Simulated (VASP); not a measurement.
Runs of VASP 6.6.1 on Mg. The structure is that of space group P6/mmm (No. 191), or close to it. The cells are those of the table. 

```csv
cell,gap on the mesh (eV),pressure (GPa)
"a = 5.160, b = 5.160, c = 3.130 Å, angles 90.0, 90.0, 120.0°, 3 atoms",none,(b)
"a = 5.359, b = 5.359, c = 3.251 Å, angles 90.0, 90.0, 120.0°, 3 atoms",none,-3.1
"a = 4.945, b = 4.945, c = 3.000 Å, angles 90.0, 90.0, 120.0°, 3 atoms",none,5.1
"a = 5.091, b = 5.091, c = 3.088 Å, angles 90.0, 90.0, 120.0°, 3 atoms",none,1.2
"a = 5.295, b = 5.295, c = 3.212 Å, angles 90.0, 90.0, 120.0°, 3 atoms",none,(a)
```

Alike in all rows: task single point; level RPBE; potentials or basis VASP PAW PBE potentials, release 64 (Mg); no spin polarisation; k mesh 8 × 8 × 11; cutoff (eV) 520; smearing fermi-dirac 0.1 eV.

Estimate the missing entries.

(a) -2.3; (b) -0.2.

Caveats: the PAW data sets were made with another functional, which shifts forces and pressure a little.

A gap of «none» marks levels without a gap at the run's occupations.
